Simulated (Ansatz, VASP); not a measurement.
## One calculation of Ba2HfC2, two programs

```xyz
10
Lattice="4.4008 0.0000 0.0000 0.0000 4.4008 0.0000 0.0000 0.0000 12.8790" Properties=species:S:1:pos:R:3 pbc="T T T"
Ba    0.0000    0.0000    8.7045
Ba    2.2004    2.2004    1.7257
Ba    0.0000    0.0000    4.1745
Ba    2.2004    2.2004   11.1534
Hf    0.0000    0.0000    0.0000
Hf    2.2004    2.2004    6.4395
C     0.0000    0.0000   10.9240
C     2.2004    2.2004    4.2902
C     0.0000    0.0000    1.9550
C     2.2004    2.2004    8.5888
```

Alike in both runs: task single point; functional PBE; k mesh 4 × 4 × 2; occupations gaussian, width 0.1 eV; no spin polarisation.

|  | VASP | Ansatz |
| --- | --- | --- |
| version | VASP 6.6.1 | Ansatz 0.2.0 |
| potentials or method | VASP PAW PBE potentials, release 64 (Ba_sv, Hf_pv, C), cutoff 520 eV | scalar-relativistic, plane waves, PAW |
| valence electrons in the cell | 76 | 108 |

VASP gave:

- gap on the k mesh at the Fermi level (eV): none
- pressure (GPa): 6.5
- traceless stress, the component that is largest in VASP (GPa): 7.60
- rms of the force components (eV/Å): 1.353

Q: What did Ansatz give for the same quantities?

A: gap on the k mesh at the Fermi level (eV): none; pressure (GPa): 5.3; traceless stress, the component that is largest in VASP (GPa): 6.14; rms of the force components (eV/Å): 1.187.

Atom by atom the forces differ by 0.191 eV/Å (rms over components). A gap of «none» marks a metal or a gap that the smearing closes. VASP's potentials hold 76 valence electrons a cell and Ansatz's 108, so a difference there can come from the potentials and not from the codes.

Neither program's run includes spin-orbit coupling.
